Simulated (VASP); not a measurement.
# ZrN in VASP: single point with PBE

Aim: the single point of ZrN with PBE.

Program: VASP 6.6.1. These are calculated values, not measurements. Logs are shortened: lines on timing, memory, paths and dates and some standing lists are left out, and cuts for length are marked.

### Step 1. The cell of the first run

The cell holds a slab with vacuum, 10 atoms: a = 3.249 Å, b = 4.595 Å, c = 21.498 Å, α = 90.00°, β = 90.00°, γ = 90.00°.

### Step 2. Single point, PBE (atoms taken out)

INCAR reads:

```
SYSTEM = ZrN
PREC = Accurate
ENCUT = 520
EDIFF = 1E-6
ISMEAR = 0
SIGMA = 0.1
LREAL = .False.
LASPH = .True.
NELM = 80
ALGO = Normal
ISIF = 2
LWAVE = .False.
LCHARG = .False.
LDIPOL = .True.
IDIPOL = 3
DIPOL = 0.5 0.5 0.500
GGA = PE
NBANDS = 54
```

KPOINTS reads:

```
Automatic mesh
0
Gamma
  11 8 1
  0 0 0
```

POSCAR reads:

```
ZrN
1.0
    3.2489094157      0.0000000000      0.0000000000
    0.0000000000      4.5946517586      0.0000000000
    0.0000000000      0.0000000000     21.4978188314
Zr N
5 5
Direct
    0.5000000000      0.5000000000      0.3488726023
    0.0000000000      0.0000000000      0.4244363012
    0.5000000000      0.5000000000      0.5000000000
    0.0000000000      0.0000000000      0.5755636988
    0.5000000000      0.5000000000      0.6511273977
    0.5000000000      0.0000000000      0.3488726023
    0.0000000000      0.5000000000      0.4244363012
    0.5000000000      0.0000000000      0.5000000000
    0.0000000000      0.5000000000      0.5755636988
    0.5000000000      0.0000000000      0.6511273977
```

Potentials or basis: VASP PAW PBE potentials, release 64 (Zr_sv, N).

Command:

```bash
cat potpaw_PBE.64/Zr_sv/POTCAR potpaw_PBE.64/N/POTCAR > POTCAR
mpirun -np 1 vasp_std > vasp.out
```

OUTCAR:

```text
SYSTEM = ZrN
   PREC = Accurate
   ENCUT = 520
   EDIFF = 1E-6
   ISMEAR = 0
   LREAL = .False.
   LASPH = .True.
   NELM = 80
   ISIF = 2
   GGA = PE

 ion  position               nearest neighbor table
   1  0.500  0.500  0.349-   6 2.30   6 2.30   7 2.30   7 2.30   3 3.25   2 3.25   2 3.25   2 3.25
                             2 3.25
   2  0.000  0.000  0.424-   8 2.30   8 2.30   7 2.30   7 2.30   6 2.30   6 2.30   4 3.25   3 3.25
                             3 3.25   3 3.25   3 3.25   1 3.25   1 3.25   1 3.25   1 3.25
   3  0.500  0.500  0.500-   7 2.30   9 2.30   7 2.30   9 2.30   8 2.30   8 2.30   4 3.25   4 3.25
                             2 3.25   4 3.25   2 3.25   2 3.25   2 3.25   4 3.25   1 3.25   5 3.25
   4  0.000  0.000  0.576-   8 2.30   8 2.30   9 2.30   9 2.30  10 2.30  10 2.30   2 3.25   3 3.25
                             3 3.25   3 3.25   3 3.25   5 3.25   5 3.25   5 3.25   5 3.25
   5  0.500  0.500  0.651-  10 2.30  10 2.30   9 2.30   9 2.30   3 3.25   4 3.25   4 3.25   4 3.25
                             4 3.25
   6  0.500  0.000  0.349-   1 2.30   1 2.30   2 2.30   2 2.30
   7  0.000  0.500  0.424-   3 2.30   3 2.30   2 2.30   2 2.30   1 2.30   1 2.30
   8  0.500  0.000  0.500-   2 2.30   4 2.30   2 2.30   4 2.30   3 2.30   3 2.30
   9  0.000  0.500  0.576-   3 2.30   3 2.30   4 2.30   4 2.30   5 2.30   5 2.30
  10  0.500  0.000  0.651-   5 2.30   5 2.30   4 2.30   4 2.30

  LATTYP: Found a simple orthorhombic cell.
 ALAT       =     3.2489094157
 B/A-ratio  =     1.4142135624
 C/A-ratio  =     6.6169338940

  Lattice vectors:

 A1 = (   3.2489094157,   0.0000000000,   0.0000000000)
 A2 = (   0.0000000000,   4.5946517586,   0.0000000000)
 A3 = (   0.0000000000,   0.0000000000,  21.4978188314)

Analysis of symmetry for initial positions (statically):
=====================================================================
 Subroutine PRICEL returns:
 Original cell was already a primitive cell.

 Routine SETGRP: Setting up the symmetry group for a
 simple orthorhombic supercell.

 Subroutine GETGRP returns: Found  8 space group operations
 (whereof  8 operations were pure point group operations)
 out of a pool of  8 trial point group operations.

The static configuration has the point symmetry D_2h.

Analysis of symmetry for dynamics (positions and initial velocities):
=====================================================================
 Subroutine PRICEL returns:
 Original cell was already a primitive cell.

 Routine SETGRP: Setting up the symmetry group for a
 simple orthorhombic supercell.

 Subroutine GETGRP returns: Found  8 space group operations
 (whereof  8 operations were pure point group operations)
 out of a pool of  8 trial point group operations.

The dynamic configuration has the point symmetry D_2h.

 Subroutine INISYM returns: Found  8 space group operations
 (whereof  8 operations are pure point group operations),
 and found     1 'primitive' translations

----------------------------------------------------------------------------------------

                                     Primitive cell

  volume of cell :     320.9110

  direct lattice vectors                    reciprocal lattice vectors
     3.248909416  0.000000000  0.000000000     0.307795593  0.000000000  0.000000000
     0.000000000  4.594651759  0.000000000     0.000000000  0.217644351  0.000000000
     0.000000000  0.000000000 21.497818831     0.000000000  0.000000000  0.046516347

  length of vectors
     3.248909416  4.594651759 21.497818831     0.307795593  0.217644351  0.046516347

  position of ions in fractional coordinates (direct lattice)
     0.500000000  0.500000000  0.348872602
     0.000000000  0.000000000  0.424436301
     0.500000000  0.500000000  0.500000000
     0.000000000  0.000000000  0.575563699
     0.500000000  0.500000000  0.651127398
     0.500000000  0.000000000  0.348872602
     0.000000000  0.500000000  0.424436301
     0.500000000  0.000000000  0.500000000
     0.000000000  0.500000000  0.575563699
     0.500000000  0.000000000  0.651127398

  ion indices of the primitive-cell ions
   primitive index   ion index
                 1           1
                 2           2
                 3           3
                 4           4
                 5           5
                 6           6
                 7           7
                 8           8
                 9           9
                10          10

----------------------------------------------------------------------------------------

 KPOINTS: Automatic mesh

Automatic generation of k-mesh.
 Grid dimensions read from file:
 generate k-points for:   11    8    1

 Generating k-lattice:

  Cartesian coordinates                     Fractional coordinates (reciprocal lattice)
     0.027981418  0.000000000  0.000000000     0.090909091  0.000000000  0.000000000
     0.000000000  0.027205544  0.000000000     0.000000000  0.125000000  0.000000000
     0.000000000  0.000000000  0.046516347     0.000000000  0.000000000  1.000000000

  Length of vectors
     0.027981418  0.027205544  0.046516347

  Shift w.r.t. Gamma in fractional coordinates (k-lattice)
     0.000000000  0.000000000  0.000000000

 Subroutine IBZKPT returns following result:
 ===========================================

 Found     30 irreducible k-points:

 Following reciprocal coordinates:
            Coordinates               Weight
  0.000000  0.000000  0.000000      1.000000
  0.090909  0.000000  0.000000      2.000000
  0.181818  0.000000  0.000000      2.000000
  0.272727  0.000000  0.000000      2.000000
  0.363636  0.000000  0.000000      2.000000
  0.454545  0.000000  0.000000      2.000000
[... 16 lines left out ...]
  0.363636  0.375000  0.000000      4.000000
  0.454545  0.375000  0.000000      4.000000
 [... further k-points ...]
   k-points           NKPTS =     30   k-points in BZ     NKDIM =     30   number of bands    NBANDS=     54
   number of dos      NEDOS =    301   number of ions     NIONS =     10
   total plane-waves  NPLWV = 138240
   dimension x,y,z NGX =    24 NGY =   36 NGZ =  160
   dimension x,y,z NGXF=    48 NGYF=   72 NGZF=  320
   ions per type =               5   5
   NGX,Y,Z   is equivalent  to a cutoff of  12.28, 13.03, 12.37 a.u.
   NGXF,Y,Z  is equivalent  to a cutoff of  24.56, 26.05, 24.75 a.u.
 SYSTEM =  ZrN
   PREC   = accura    normal or accurate (medium, high low for compatibility)
   ISTART =      0    job   : 0-new  1-cont  2-samecut
   ICHARG =      2    charge: 1-file 2-atom 10-const
   ISPIN  =      1    spin polarized calculation?
   LNONCOLLINEAR =      F non collinear calculations
   LSORBIT =      F    spin-orbit coupling
   LASPH  =      T    aspherical Exc in radial PAW
   ENCUT  =  520.0 eV  38.22 Ry    6.18 a.u.   6.04  8.54 39.97*2*pi/ulx,y,z
   NELM   =     80;   NELMIN=  2; NELMDL= -5     # of ELM steps
   EDIFF  = 0.1E-05   stopping-criterion for ELM
   LREAL  =      F    real-space projection
   EDIFFG = 0.1E-04   stopping-criterion for IOM
   NSW    =      0    number of steps for IOM
   IBRION =     -1    ionic relax: 0-MD 1-quasi-New 2-CG
   NFREE  =      0    steps in history (QN), initial steepest desc. (CG)
   ISIF   =      2    stress and relaxation
   ISYM   =      2    0-nonsym 1-usesym 2-fastsym
   POTIM  = 0.5000    time-step for ionic-motion
   TEBEG  =    0.0;   TEEND  =   0.0 temperature during run
   PSTRESS=    0.0 pullay stress
   NELECT =      85.0000    total number of electrons
   NUPDOWN=      -1.0000    fix difference up-down
   EMIN   =  10.00;   EMAX   =-10.00  energy-range for DOS
   EFERMI =   0.00;   METHOD = LEGACY
   ISMEAR =     0;   SIGMA  =   0.10  broadening in eV -4-tet -1-fermi 0-gaus
   EFERMI_NEDOS =   21; number of points for ismear=-14 and -15
   IALGO  =     38    algorithm
   IMIX   =      4    mixing-type and parameters
     AMIX     =   0.40;   BMIX     =  1.00
     AMIX_MAG =   1.60;   BMIX_MAG =  1.00
  volume/ion in A,a.u.               =      32.09       216.56
  Fermi-wavevector in a.u.,A,eV,Ry     =   1.051364  1.986789 15.039410  1.105365
  Thomas-Fermi vector in A             =   2.186404
   LORBIT       =      0    0 simple, 1 ext, 2 COOP (PROOUT), +10 PAW based schemes
   GGA     = PE    functional components
   LHFCALC =     F    Hartree Fock is set to
   AEXX    =    0.0000 exact exchange contribution
   IVDW    =     0    specifies the selected vdW correction
   LEPSILON=     F    determine dielectric tensor
   LRPA    =     F    only Hartree local field effects (RPA)
 non-spin polarized calculation
 Gauss-broadening in eV      SIGMA  =   0.10
  energy-cutoff  :      520.00
  volume of cell :      320.91
 maximum number of plane-waves:      8688
   NGX = 13   NGY = 17   NGZ = 79

 dipolmoment           0.000000      0.000000      0.000000 electrons x Angstroem

 number of electron      85.0000002 magnetization

 dipolmoment           0.000000      0.000000     -0.000000 electrons x Angstroem

 Free energy of the ion-electron system (eV)
  ---------------------------------------------------
  ext. energy  EPLUGINS =         0.00000000
  ---------------------------------------------------
  free energy    TOTEN  =       -96.49297996 eV

  energy without entropy =      -96.46321732  energy(sigma->0) =      -96.47809864

 E-fermi :   2.4925     XC(G=0):  -5.7653

 val. band max:        2.4809749370   @ k =   0.4545   0.0000   0.0000
 cond. band min:       2.5157506648   @ k =   0.0909   0.1250   0.0000
 fundamental gap:      0.0347757278
 Fermi energy:         2.4925350867

 k-point     1 :       0.0000    0.0000    0.0000
  band No.  band energies     occupation
      1     -47.1183      2.00000
      2     -47.1125      2.00000
      3     -46.9974      2.00000
      4     -46.8089      2.00000
      5     -46.8080      2.00000
      6     -25.5410      2.00000
[... 46 lines left out ...]
     53       4.6841      0.00000
     54       4.8669      0.00000
[... 1309 lines left out ...]
     53       5.7005      0.00000
     54       5.7125      0.00000

 [... further k-points ...]

------------------------ aborting loop because EDIFF is reached ----------------------------------------

 vacuum level on the upper side and lower side of the slab       (xc-potential included)        -0.236        -0.236

  FORCE on cell =-STRESS in cart. coord.  units (eV):
  Direction    XX          YY          ZZ          XY          YZ          ZX
  --------------------------------------------------------------------------------------
  -------------------------------------------------------------------------------------
  Total       -1.9056184    -14.3697776     -4.5986224     -0.0000000      0.0000000      0.0000000
  in kB       -9.5139731    -71.7424210    -22.9590401     -0.0000000      0.0000000      0.0000000
  external PRESSURE =     -34.7384781 kB  Pullay stress =       0.0000000 kB

 VOLUME and BASIS-vectors are now :
 -----------------------------------------------------------------------------
  energy-cutoff  :      520.00
  volume of cell :      320.91
      direct lattice vectors                 reciprocal lattice vectors
     3.248909416  0.000000000  0.000000000     0.307795593  0.000000000  0.000000000
     0.000000000  4.594651759  0.000000000     0.000000000  0.217644351  0.000000000
     0.000000000  0.000000000 21.497818831     0.000000000  0.000000000  0.046516347

 POSITION                                       TOTAL-FORCE (eV/Angst)
 -----------------------------------------------------------------------------------
      1.62445      2.29733      7.50000        -0.000000     -0.000000      0.912933
      0.00000      0.00000      9.12445        -0.000000      0.000000     -1.608442
      1.62445      2.29733     10.74891        -0.000000      0.000000     -0.000000
      0.00000      0.00000     12.37336        -0.000000      0.000000      1.608442
      1.62445      2.29733     13.99782        -0.000000     -0.000000     -0.912933
      1.62445      0.00000      7.50000        -0.000000      0.000000      0.862005
      0.00000      2.29733      9.12445         0.000000      0.000000     -0.560167
      1.62445      0.00000     10.74891        -0.000000      0.000000     -0.000000
      0.00000      2.29733     12.37336        -0.000000      0.000000      0.560167
      1.62445      0.00000     13.99782        -0.000000      0.000000     -0.862005
 -----------------------------------------------------------------------------------
    total drift:                                0.000000      0.000000     -0.000000

  FREE ENERGIE OF THE ION-ELECTRON SYSTEM (eV)
  ---------------------------------------------------
  free  energy   TOTEN  =       -96.4929799564 eV

  energy  without entropy=      -96.4632173242  energy(sigma->0) =      -96.47809864

 vacuum level on the upper side and lower side of the slab         5.358         5.358
```

Run time: 11 min. Hardware: 1 thread of Intel Xeon Platinum 8375C at 2.90GHz (Ice Lake), shared host; peak memory 0.58 GiB.

Results:

```yaml
Free_energy: -96.4930 eV
Largest_force: 1.608 eV/Å
Band_gap_on_the_k_mesh: zero (an odd number of electrons rules out a gap without spin polarisation)
```

Forces on the atoms (eV/Å):
```
Zr   0.000  0.000  0.913
Zr   0.000  0.000 -1.608
Zr   0.000  0.000  0.000
Zr   0.000  0.000  1.608
Zr   0.000  0.000 -0.913
N    0.000  0.000  0.862
N    0.000  0.000 -0.560
N    0.000  0.000  0.000
N    0.000  0.000  0.560
N    0.000  0.000 -0.862
```

Caveat: the cell differs from its parent crystal (atoms taken out).

The gap in the log of VASP goes by the Fermi energy; the results here count the filled bands.